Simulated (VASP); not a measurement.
A run of VASP 6.6.1 is set up as follows.

Contents of INCAR:

```
SYSTEM = FeRu
ALGO = Normal ; EDIFF = 1E-6
ENCUT = 690 ; GGA_COMPAT = .False.
ISIF = 2 ; ISMEAR = -1
ISPIN = 2 ; LASPH = .True.
LCHARG = .True. ; LELF = .True.
LMAXMIX = 4 ; LORBIT = 11
LREAL = .False. ; LVHAR = .True.
LWAVE = .False. ; MAGMOM = 3 1.5
NBANDS = 27 ; NELM = 200
PREC = Accurate ; SIGMA = 0.05
```

The input KPOINTS:

```
k-points
0
Gamma
  12 12 7
  0 0 0
```

The input POSCAR:

```
FeRu
1.0
    2.8083955761      0.0000000000      0.0000000000
   -1.4041977881      2.4321419128      0.0000000000
    0.0000000000      0.0000000000      4.3252616001
Fe Ru
1 1
Direct
    0.0000000000      0.0000000000      0.5000000000
    0.6666666667      0.3333333333      0.0000000000
```

Potentials or basis: VASP PAW LDA potentials, release 64 (Fe_sv, Ru_sv).

Command:

```sh
$ cat potpaw_LDA.64/Fe_sv/POTCAR potpaw_LDA.64/Ru_sv/POTCAR > POTCAR
$ mpirun -np 1 vasp_std > vasp.out
```

(1) Predict the site moments.

(2) What does it give for the net moment?

(3) Predict the pressure.

Answers

(1) Fe +1.98; Ru -0.21 μB.

(2) 1.82 μB per cell.

(3) -40.3 GPa.

Caveat: the cell stands under tension.
